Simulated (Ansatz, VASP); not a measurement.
## Two plane-wave programs on NaCl

File INCAR:

```
ALGO = Normal
EDIFF = 1E-8
ENCUT = 400
GGA_COMPAT = False
ISIF = 2
ISMEAR = -1
LASPH = True
LCHARG = False
LEFG = True
LREAL = False
LWAVE = False
NBANDS = 14
NELM = 120
PREC = Accurate
SIGMA = 0.03
```

KPOINTS

```
k-points
0
Gamma
  8 8 8
```

The input POSCAR:

```
NaCl
1.0
    0.0000000000      2.7934784166      2.7934784166
    2.7934784166      0.0000000000      2.7934784166
    2.7934784166      2.7934784166      0.0000000000
Na Cl
1 1
Direct
    0.0000000000      0.0000000000      0.0000000000
    0.5000000000      0.5000000000      0.5000000000
```

Input for Ansatz:

```yaml
crystal:
  lattice:
    - [0.0, 2.7934784166, 2.7934784166]
    - [2.7934784166, 0.0, 2.7934784166]
    - [2.7934784166, 2.7934784166, 0.0]
  atoms:
    - { symbol: Na, position: [0.0, 0.0, 0.0] }
    - { symbol: Cl, position: [0.5, 0.5, 0.5] }
kpoints:
  mp_grid: { grid: [8, 8, 8] }
scf:
  occupations: { method: fermi_dirac, width: 0.03 }
hamiltonian:
  xc: lda
  pseudopotentials: { kind: paw }
output:
  forces: true
  stress: true
  eigenvalues: true
  efg: { contact_densities: true }
```

Change from the starting cell: functional lda, volume scaled by 0.96, PAW files.

Alike in both runs: task electric field gradients; functional LDA; k mesh 8 × 8 × 8; occupations fermi-dirac, width 0.03 eV; no spin polarisation.

|  | VASP | Ansatz |
| --- | --- | --- |
| version | VASP 6.6.1 | Ansatz 0.2.0 |
| potentials or method | VASP PAW LDA potentials, release 64 (Na_pv, Cl) | PAW with Ansatz's default frozen-core files, scalar-relativistic |
| plane-wave cutoff (eV) | 400 | 420 |
| valence electrons in the cell | 14 | 16 |

Ansatz gave:

- gap on the k mesh at the Fermi level (eV): 4.80
- pressure (GPa): -1.8

Question: Which values does VASP return?

Answer: gap on the k mesh at the Fermi level (eV): 4.81; pressure (GPa): -2.0.

LDA's correlation is that of Perdew and Zunger in VASP and of Perdew and Wang (1992) in Ansatz. VASP's potentials hold 14 valence electrons a cell and Ansatz's 16, so a difference there can come from the potentials and not from the codes.
